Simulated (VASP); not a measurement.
# BAs (F-43m) in VASP: single point with PBE

Aim: the single point of BAs with PBE.

All numbers are computed with VASP 6.6.1; they aren't measurements. Logs are shortened: lines on timing, memory, paths and dates and some standing lists are left out, and cuts for length are marked.

## 1. The cell of the first run

It takes space group F-43m (No. 216, cubic). Conventional cell: a = 4.901 Å, b = 4.901 Å, c = 4.901 Å, α = 90.00°, β = 90.00°, γ = 90.00°. Within 2.8 Å of B (site symmetry -43m) lie 4 As at 2.12 Å. As (site symmetry -43m) has 4 B at 2.12 Å within 2.8 Å.

## 2. Single point, PBE

File INCAR:

```
PREC = Accurate
ENCUT = 520
EDIFF = 1E-6
ISMEAR = 0
SIGMA = 0.01
LREAL = False
LASPH = True
NELM = 100
ALGO = Normal
ISIF = 2
LWAVE = False
LCHARG = False
GGA = PE
NBANDS = 11
```

File KPOINTS:

```
regular mesh
0
Gamma
  8 8 8
```

File POSCAR:

```
BAs
1.0
    0.0000000000      2.4505665292      2.4505665292
    2.4505665292      0.0000000000      2.4505665292
    2.4505665292      2.4505665292      0.0000000000
B As
1 1
Direct
    0.0000000000      0.0000000000      0.0000000000
    0.2500000000      0.2500000000      0.2500000000
```

Potentials or basis: VASP PAW PBE potentials, release 64 (B, As).

Command:

```console
cat potpaw_PBE.64/B/POTCAR potpaw_PBE.64/As/POTCAR > POTCAR
mpirun -np 1 vasp_std > vasp.out
```

OUTCAR:

```text
PREC = Accurate
   ENCUT = 520
   EDIFF = 1E-6
   ISMEAR = 0
   LREAL = False
   LASPH = True
   NELM = 100
   ISIF = 2
   GGA = PE

 ion  position               nearest neighbor table
   1  0.000  0.000  0.000-   2 2.12   2 2.12   2 2.12   2 2.12
   2  0.250  0.250  0.250-   1 2.12   1 2.12   1 2.12   1 2.12

  LATTYP: Found a face centered cubic cell.
 ALAT       =     4.9011330584

  Lattice vectors:

 A1 = (   0.0000000000,   2.4505665292,   2.4505665292)
 A2 = (   2.4505665292,   0.0000000000,   2.4505665292)
 A3 = (   2.4505665292,   2.4505665292,   0.0000000000)

Analysis of symmetry for initial positions (statically):
=====================================================================
 Subroutine PRICEL returns:
 Original cell was already a primitive cell.

 Routine SETGRP: Setting up the symmetry group for a
 face centered cubic supercell.

 Subroutine GETGRP returns: Found 24 space group operations
 (whereof 24 operations were pure point group operations)
 out of a pool of 48 trial point group operations.

The static configuration has the point symmetry T_d .

Analysis of symmetry for dynamics (positions and initial velocities):
=====================================================================
 Subroutine PRICEL returns:
 Original cell was already a primitive cell.

 Routine SETGRP: Setting up the symmetry group for a
 face centered cubic supercell.

 Subroutine GETGRP returns: Found 24 space group operations
 (whereof 24 operations were pure point group operations)
 out of a pool of 48 trial point group operations.

The dynamic configuration has the point symmetry T_d .

 Subroutine INISYM returns: Found 24 space group operations
 (whereof 24 operations are pure point group operations),
 and found     1 'primitive' translations

----------------------------------------------------------------------------------------

                                     Primitive cell

  volume of cell :      29.4327

  direct lattice vectors                    reciprocal lattice vectors
     0.000000000  2.450566529  2.450566529    -0.204034452  0.204034452  0.204034452
     2.450566529  0.000000000  2.450566529     0.204034452 -0.204034452  0.204034452
     2.450566529  2.450566529  0.000000000     0.204034452  0.204034452 -0.204034452

  length of vectors
     3.465624421  3.465624421  3.465624421     0.353398038  0.353398038  0.353398038

[... 87 lines left out ...]
   ISYM   =      2    0-nonsym 1-usesym 2-fastsym
   POTIM  = 0.5000    time-step for ionic-motion
   TEBEG  =    0.0;   TEEND  =   0.0 temperature during run
   PSTRESS=    0.0 pullay stress
   NELECT =       8.0000    total number of electrons
   NUPDOWN=      -1.0000    fix difference up-down
   EMIN   =  10.00;   EMAX   =-10.00  energy-range for DOS
   EFERMI =   0.00;   METHOD = LEGACY
   ISMEAR =     0;   SIGMA  =   0.01  broadening in eV -4-tet -1-fermi 0-gaus
   EFERMI_NEDOS =   21; number of points for ismear=-14 and -15
   IALGO  =     38    algorithm
   IMIX   =      4    mixing-type and parameters
     AMIX     =   0.40;   BMIX     =  1.00
     AMIX_MAG =   1.60;   BMIX_MAG =  1.00
  volume/ion in A,a.u.               =      14.72        99.31
  Fermi-wavevector in a.u.,A,eV,Ry     =   1.060462  2.003982 15.300827  1.124579
  Thomas-Fermi vector in A             =   2.195844
   LORBIT       =      0    0 simple, 1 ext, 2 COOP (PROOUT), +10 PAW based schemes
   GGA     = PE    functional components
   LHFCALC =     F    Hartree Fock is set to
   AEXX    =    0.0000 exact exchange contribution
   IVDW    =     0    specifies the selected vdW correction
   LEPSILON=     F    determine dielectric tensor
   LRPA    =     F    only Hartree local field effects (RPA)
 non-spin polarized calculation
 Gauss-broadening in eV      SIGMA  =   0.01
  energy-cutoff  :      520.00
  volume of cell :       29.43
 maximum number of plane-waves:       821
 NGX is ok and might be reduce to    28
   NGX = 13   NGY = 13   NGZ = 13

 number of electron       7.9999999 magnetization

 Free energy of the ion-electron system (eV)
  ---------------------------------------------------
  ext. energy  EPLUGINS =         0.00000000
  ---------------------------------------------------
  free energy    TOTEN  =       -11.38148424 eV

  energy without entropy =      -11.38148424  energy(sigma->0) =      -11.38148424

 E-fermi :   5.3860     XC(G=0): -10.2532

 val. band max:        5.3048922126   @ k =   0.0000   0.0000   0.0000
 cond. band min:       6.5654134077   @ k =   0.3750   0.3750   0.0000
 fundamental gap:      1.2605211951
 Fermi energy:         5.3859647537

 k-point     1 :       0.0000    0.0000    0.0000
  band No.  band energies     occupation
      1      -9.4179      2.00000
      2       5.3049      2.00000
      3       5.3049      2.00000
      4       5.3049      2.00000
      5       8.4883      0.00000
      6       8.4883      0.00000
      7       8.4883      0.00000
      8       9.0368      0.00000
      9      14.5302      0.00000
     10      17.9508      0.00000
     11      17.9508      0.00000
[... 309 lines left out ...]
 k-point    24 :      -0.3750    0.2500    0.1250
  band No.  band energies     occupation
      1      -6.2945      2.00000
      2      -2.5197      2.00000
      3       1.0313      2.00000
      4       2.4806      2.00000
      5       9.0941      0.00000
      6       9.8879      0.00000
      7      12.3557      0.00000
      8      13.8586      0.00000
      9      15.3494      0.00000
     10      18.9815      0.00000
     11      19.9830      0.00000

 [... further k-points ...]

------------------------ aborting loop because EDIFF is reached ----------------------------------------

  FORCE on cell =-STRESS in cart. coord.  units (eV):
  Direction    XX          YY          ZZ          XY          YZ          ZX
  --------------------------------------------------------------------------------------
  -------------------------------------------------------------------------------------
  Total       -1.1370789     -1.1370789     -1.1370789      0.0000000      0.0000000     -0.0000000
  in kB      -61.8972990    -61.8972990    -61.8972990      0.0000000      0.0000000     -0.0000000
  external PRESSURE =     -61.8972990 kB  Pullay stress =       0.0000000 kB

 VOLUME and BASIS-vectors are now :
 -----------------------------------------------------------------------------
  energy-cutoff  :      520.00
  volume of cell :       29.43
      direct lattice vectors                 reciprocal lattice vectors
     0.000000000  2.450566529  2.450566529    -0.204034452  0.204034452  0.204034452
     2.450566529  0.000000000  2.450566529     0.204034452 -0.204034452  0.204034452
     2.450566529  2.450566529  0.000000000     0.204034452  0.204034452 -0.204034452

 POSITION                                       TOTAL-FORCE (eV/Angst)
 -----------------------------------------------------------------------------------
      0.00000      0.00000      0.00000        -0.000000      0.000000      0.000000
      1.22528      1.22528      1.22528         0.000000     -0.000000     -0.000000
 -----------------------------------------------------------------------------------
    total drift:                               -0.000000     -0.000000      0.000000

  FREE ENERGIE OF THE ION-ELECTRON SYSTEM (eV)
  ---------------------------------------------------
  free  energy   TOTEN  =       -11.3814842444 eV

  energy  without entropy=      -11.3814842444  energy(sigma->0) =      -11.38148424
```

OSZICAR:

```text
N       E                     dE             d eps       ncg     rms          rms(c)
DAV:   1     0.127548104865E+02    0.12755E+02   -0.38941E+03   638   0.647E+02
DAV:   2    -0.110905129714E+02   -0.23845E+02   -0.22700E+02   836   0.982E+01
DAV:   3    -0.118804256541E+02   -0.78991E+00   -0.78799E+00   770   0.173E+01
DAV:   4    -0.118828773468E+02   -0.24517E-02   -0.24516E-02   711   0.107E+00
DAV:   5    -0.118828815701E+02   -0.42233E-05   -0.42233E-05   767   0.475E-02    0.441E+00
DAV:   6    -0.114295228826E+02    0.45336E+00   -0.13609E+00   671   0.453E+00    0.216E+00
DAV:   7    -0.113866884525E+02    0.42834E-01   -0.14067E-01   739   0.187E+00    0.924E-01
DAV:   8    -0.113810162965E+02    0.56722E-02   -0.18517E-02   716   0.761E-01    0.911E-02
DAV:   9    -0.113813135612E+02   -0.29726E-03   -0.82097E-04   710   0.156E-01    0.513E-02
DAV:  10    -0.113814771013E+02   -0.16354E-03   -0.19983E-04   661   0.852E-02    0.115E-02
DAV:  11    -0.113814837714E+02   -0.66701E-05   -0.63208E-06   782   0.165E-02    0.895E-03
DAV:  12    -0.113814842444E+02   -0.47297E-06   -0.30020E-06   650   0.941E-03
   1 F= -.11381484E+02 E0= -.11381484E+02  d E =-.942170E-33
```

stdout:

```text
POSCAR found type information on POSCAR B As
 POSCAR found :  2 types and       2 ions
 scaLAPACK will be used
 LDA part: xc-table for (Slater+PW92), standard interpolation
 POSCAR, INCAR and KPOINTS ok, starting setup
 FFT: planning ... GRIDC
 FFT: planning ... GRID_SOFT
 FFT: planning ... GRID
 WAVECAR not read
 entering main loop
```

Run time: 13 s. Hardware: 1 thread of Intel Xeon 6975P-C, shared host; peak memory 0.16 GiB.

What came out:

```yaml
Free_energy: -11.3815 eV
Pressure: -6.2 GPa
Band_gap_on_the_k_mesh: 1.26 eV, indirect (least direct gap 3.18 eV)
```

A k mesh can miss the band edges. Expect the measured gap to be larger: semilocal functionals such as PBE lack the derivative discontinuity.
